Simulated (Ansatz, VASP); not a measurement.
# One calculation of CdSe, two programs

The input INCAR:

```
PREC = Accurate
ENCUT = 520
EDIFF = 1E-6
ISMEAR = 0
SIGMA = 0.01
LREAL = False
LASPH = True
NELM = 100
ALGO = Normal
ISIF = 2
LWAVE = False
LCHARG = True
GGA = CA
LELF = True
LVHAR = True
NBANDS = 26
```

Contents of KPOINTS:

```
regular mesh
0
Gamma
  12 12 4
```

Contents of POSCAR:

```
CdSe
1.0
    4.3407185131      0.0000000000      0.0000000000
   -2.1703592566      3.7591725031      0.0000000000
    0.0000000000      0.0000000000      7.0766649690
Cd Se
2 2
Direct
    0.3333333333      0.6666666667      0.0045236775
    0.6666666667      0.3333333333      0.5045236775
    0.3333333333      0.6666666667      0.3804763225
    0.6666666667      0.3333333333      0.8804763225
```

Input for Ansatz:

```yaml
crystal:
  lattice:
    - [4.3407185131, 0.0, 0.0]
    - [-2.1703592566, 3.7591725031, 0.0]
    - [0.0, 0.0, 7.076664969]
  atoms:
    - { symbol: Cd, position: [0.3333333333, 0.6666666667, 0.0045236775] }
    - { symbol: Cd, position: [0.6666666667, 0.3333333333, 0.5045236775] }
    - { symbol: Se, position: [0.3333333333, 0.6666666667, 0.3804763225] }
    - { symbol: Se, position: [0.6666666667, 0.3333333333, 0.8804763225] }
kpoints:
  mp_grid: { grid: [12, 12, 4] }
  band_path:
    path:
      - [0.0, 0.0, 0.0]
      - [0.5, 0.0, 0.0]
      - [0.3333333333, 0.3333333333, 0.0]
      - [0.0, 0.0, 0.5]
      - [0.5, 0.0, 0.5]
      - [0.3333333333, 0.3333333333, 0.5]
    npoints: 1
hamiltonian:
  xc: lda
scf:
  occupations: { method: fixed }
  n_extra_bands: 5
output:
  forces: true
  stress: true
  eigenvalues: true
  write_density: true
  write_potential: true
  elf: true
  volumetric_format: npy
```

Alike in both runs: task single point; functional LDA; k mesh 12 × 12 × 4; no spin polarisation.

|  | VASP | Ansatz |
| --- | --- | --- |
| version | VASP 6.6.1 | Ansatz 0.2.0 |
| potentials or method | VASP PAW LDA potentials, release 64 (Cd, Se) | plane waves, PAW |
| plane-wave cutoff (eV) | 520 | 420 |
| occupations | gaussian, width 0.01 eV | fixed |
| valence electrons in the cell | 36 | 72 |

VASP gave:

```
gap on the k mesh at the Fermi level (eV)                     : 0.36
pressure (GPa)                                                : -2.7
traceless stress, the component that is largest in VASP (GPa) : 0.05
```

Which values does Ansatz return?

gap on the k mesh at the Fermi level (eV): 0.33; pressure (GPa): -3.1; traceless stress, the component that is largest in VASP (GPa): 0.05.

LDA's correlation is that of Perdew and Zunger in VASP and of Perdew and Wang (1992) in Ansatz. VASP's potentials hold 36 valence electrons a cell and Ansatz's 72, so a difference there can come from the potentials and not from the codes.
